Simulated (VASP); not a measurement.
# Fe (Fm-3m) in VASP: single point with LDA

Aim: the single point of Fe with LDA.

Program: VASP 6.6.1. These are calculated values, not measurements. Logs are shortened: lines on timing, memory, paths and dates and some standing lists are left out, and cuts for length are marked.

**1. The cell of the first run**

It takes space group Fm-3m (No. 225, cubic). The conventional cell has a = 3.654 Å, b = 3.654 Å, c = 3.654 Å, α = 90.00°, β = 90.00°, γ = 90.00°. Fe (site symmetry m-3m) has 12 Fe at 2.58 Å within 3.4 Å.

**2. Single point, LDA, non-collinear spin, typed start**

The input, INCAR:

```
SYSTEM = Fe
PREC     = Accurate       ! precision mode
ENCUT    = 520            ! plane-wave cutoff, eV
EDIFF    = 1E-6           ! SCF threshold, eV
ISMEAR   = -1             ! smearing method
SIGMA    = 0.1            ! smearing width, eV
LREAL    = .FALSE.        ! projectors in reciprocal space
LASPH    = .TRUE.         ! aspherical terms in the spheres
NELM     = 150            ! most SCF steps
ALGO     = Normal         ! electronic algorithm
ISIF     = 2              ! what is computed and relaxed
LWAVE    = .FALSE.        ! write WAVECAR
LCHARG   = .FALSE.        ! write CHGCAR
LNONCOLLINEAR= .TRUE.         ! non-collinear magnetism
MAGMOM   = 0.54 0.109 0.58 -0.547 -0.469 0.832 -1.856 0.01 0.405 -0.091 0.956 -0.279 ! initial moments
LORBIT   = 11             ! projections on sites
LMAXMIX  = 4              ! l up to which the mixer works
NBANDS   = 46             ! bands
```

The input, KPOINTS:

```
regular mesh
0
G
  3 3 3
  0 0 0
```

The input, POSCAR:

```
Fe
1.0
    3.6542940000      0.0000000000      0.0000000000
    0.0000000000      3.6542940000      0.0000000000
    0.0000000000      0.0000000000      3.6542940000
Fe
4
Direct
    0.0000000000      0.0000000000      0.0000000000
    0.0000000000      0.5000000000      0.5000000000
    0.5000000000      0.0000000000      0.5000000000
    0.5000000000      0.5000000000      0.0000000000
```

Potentials or basis: VASP PAW LDA potentials, release 64 (Fe).

Run with:

```bash
> cat potpaw_LDA.64/Fe/POTCAR > POTCAR
> mpirun -np 1 vasp_ncl > vasp.out
```

OUTCAR:

```text
SYSTEM = Fe
   PREC = Accurate
   ENCUT = 520
   EDIFF = 1E-6
   ISMEAR = -1
   LREAL = .FALSE.
   LASPH = .TRUE.
   NELM = 150
   ISIF = 2
   LNONCOLLINEAR = .TRUE.
   LORBIT = 11

 ion  position               nearest neighbor table
   1  0.000  0.000  0.000-   2 2.58   3 2.58   4 2.58   2 2.58   3 2.58   2 2.58   4 2.58   2 2.58
                             3 2.58   4 2.58   3 2.58   4 2.58
   2  0.000  0.500  0.500-   1 2.58   3 2.58   4 2.58   1 2.58   4 2.58   1 2.58   3 2.58   1 2.58
                             3 2.58   4 2.58   4 2.58   3 2.58
   3  0.500  0.000  0.500-   1 2.58   2 2.58   4 2.58   1 2.58   4 2.58   2 2.58   4 2.58   4 2.58
                             1 2.58   2 2.58   1 2.58   2 2.58
   4  0.500  0.500  0.000-   1 2.58   2 2.58   3 2.58   2 2.58   3 2.58   1 2.58   3 2.58   3 2.58
                             1 2.58   2 2.58   2 2.58   1 2.58

  LATTYP: Found a simple cubic cell.
 ALAT       =     3.6542940000

  Lattice vectors:

 A1 = (   3.6542940000,   0.0000000000,   0.0000000000)
 A2 = (   0.0000000000,   3.6542940000,   0.0000000000)
 A3 = (   0.0000000000,   0.0000000000,   3.6542940000)

Analysis of symmetry for initial positions (statically):
=====================================================================
 Subroutine PRICEL returns following result:

  LATTYP: Found a face centered cubic cell.
 ALAT       =     3.6542940000

  Lattice vectors:

 A1 = (   1.8271470000,  -1.8271470000,   0.0000000000)
 A2 = (   1.8271470000,   0.0000000000,   1.8271470000)
 A3 = (   0.0000000000,  -1.8271470000,   1.8271470000)

   4 primitive cells build up your supercell.

 Routine SETGRP: Setting up the symmetry group for a
 simple cubic supercell.

 Subroutine GETGRP returns: Found 48 space group operations
 (whereof 48 operations were pure point group operations)
 out of a pool of 48 trial point group operations.

The static configuration has the point symmetry O_h .

Analysis of symmetry for dynamics (positions and initial velocities):
=====================================================================
 Subroutine PRICEL returns following result:

  LATTYP: Found a face centered cubic cell.
 ALAT       =     3.6542940000

  Lattice vectors:

 A1 = (   1.8271470000,  -1.8271470000,   0.0000000000)
 A2 = (   1.8271470000,   0.0000000000,   1.8271470000)
 A3 = (   0.0000000000,  -1.8271470000,   1.8271470000)

   4 primitive cells build up your supercell.

 Routine SETGRP: Setting up the symmetry group for a
 simple cubic supercell.

 Subroutine GETGRP returns: Found 48 space group operations
[... 149 lines left out ...]
  ---------------------------------------------------
  ext. energy  EPLUGINS =         0.00000000
  ---------------------------------------------------
  free energy    TOTEN  =       -35.93338981 eV

  energy without entropy =      -35.71494458  energy(sigma->0) =      -35.82416719

 E-fermi :   5.0933     XC(G=0): -13.0330

 val. band max:        5.0787478321   @ k =   0.0000  -0.3333   0.3333
 cond. band min:       5.1009984803   @ k =   0.3333   0.0000   0.3333
 fundamental gap:      0.0222506482
 Fermi energy:         5.0932556622

 k-point     1 :       0.0000    0.0000    0.0000
  band No.  band energies     occupation
      1      -3.0829      1.00000
      2      -2.8776      1.00000
      3       0.4965      1.00000
      4       0.5174      1.00000
      5       0.5562      1.00000
      6       1.1794      1.00000
[... 647 lines left out ...]
     43       7.2938      0.00000
     44       7.3240      0.00000
 [bands above 44 left out]

------------------------ aborting loop because EDIFF is reached ----------------------------------------

  FORCE on cell =-STRESS in cart. coord.  units (eV):
  Direction    XX          YY          ZZ          XY          YZ          ZX
  --------------------------------------------------------------------------------------
  -------------------------------------------------------------------------------------
  Total       -9.4657811    -10.7462444     -9.3481143      0.0000011      0.0000006     -0.0000001
  in kB     -310.7825199   -352.8229625   -306.9192607      0.0000373      0.0000210     -0.0000023
  external PRESSURE =    -323.5082477 kB  Pullay stress =       0.0000000 kB

 VOLUME and BASIS-vectors are now :
 -----------------------------------------------------------------------------
  energy-cutoff  :      520.00
  volume of cell :       48.80
      direct lattice vectors                 reciprocal lattice vectors
     3.654294000  0.000000000  0.000000000     0.273650670  0.000000000  0.000000000
     0.000000000  3.654294000  0.000000000     0.000000000  0.273650670  0.000000000
     0.000000000  0.000000000  3.654294000     0.000000000  0.000000000  0.273650670

 POSITION                                       TOTAL-FORCE (eV/Angst)
 -----------------------------------------------------------------------------------
      0.00000      0.00000      0.00000         0.000000      0.000000      0.000000
      0.00000      1.82715      1.82715         0.000000      0.000000      0.000000
      1.82715      0.00000      1.82715         0.000000      0.000000      0.000000
      1.82715      1.82715      0.00000         0.000000      0.000000      0.000000
 -----------------------------------------------------------------------------------
    total drift:                                0.000000      0.000000      0.000000

  FREE ENERGIE OF THE ION-ELECTRON SYSTEM (eV)
  ---------------------------------------------------
  free  energy   TOTEN  =       -35.9333898074 eV

  energy  without entropy=      -35.7149445774  energy(sigma->0) =      -35.82416719

 total charge

# of ion       s       p       d       tot
------------------------------------------
    1        0.468   0.483   6.181   7.132
    2        0.466   0.480   6.194   7.140
    3        0.466   0.480   6.195   7.141
    4        0.468   0.484   6.179   7.131
--------------------------------------------------
tot          1.870   1.928  24.748  28.545

 magnetization (x)

# of ion       s       p       d       tot
------------------------------------------
    1        0.017   0.032   1.011   1.060
    2       -0.002  -0.001  -0.897  -0.901
    3       -0.009  -0.014  -1.608  -1.632
    4        0.003   0.009  -0.343  -0.331
--------------------------------------------------
tot          0.008   0.025  -1.837  -1.803

 magnetization (y)

# of ion       s       p       d       tot
------------------------------------------
    1       -0.003  -0.010   0.519   0.506
    2       -0.012  -0.025  -0.366  -0.403
    3       -0.005  -0.011   0.418   0.402
    4        0.010   0.015   1.906   1.930
--------------------------------------------------
tot         -0.010  -0.032   2.477   2.436

 magnetization (z)

# of ion       s       p       d       tot
------------------------------------------
    1        0.002  -0.002   1.555   1.554
    2        0.002  -0.002   1.551   1.551
    3       -0.006  -0.016   0.740   0.718
    4       -0.014  -0.030  -0.060  -0.104
--------------------------------------------------
tot         -0.016  -0.050   3.785   3.719
```

It took 2.3 min on 1 thread of AMD EPYC 9R45 (Zen 5), shared host; peak memory 0.21 GiB.

What came out:

- Free energy: -35.9334 eV
- Pressure: -32.4 GPa
- Band gap on the k mesh: zero (band 32 reaches 5.79 eV, above the bottom of band 33 at 5.07 eV)
- Net moment: 4.85 μB per cell
- Valence electrons inside the program's atomic spheres: Fe 7.13, 7.14

Moments on the atoms (μB; x, y, z):
```
Fe   1.06  0.51  1.55
Fe  -0.90 -0.40  1.55
Fe  -1.63  0.40  0.72
Fe  -0.33  1.93 -0.10
```

Caveat: the k points lie up to 0.57 Å⁻¹ apart.
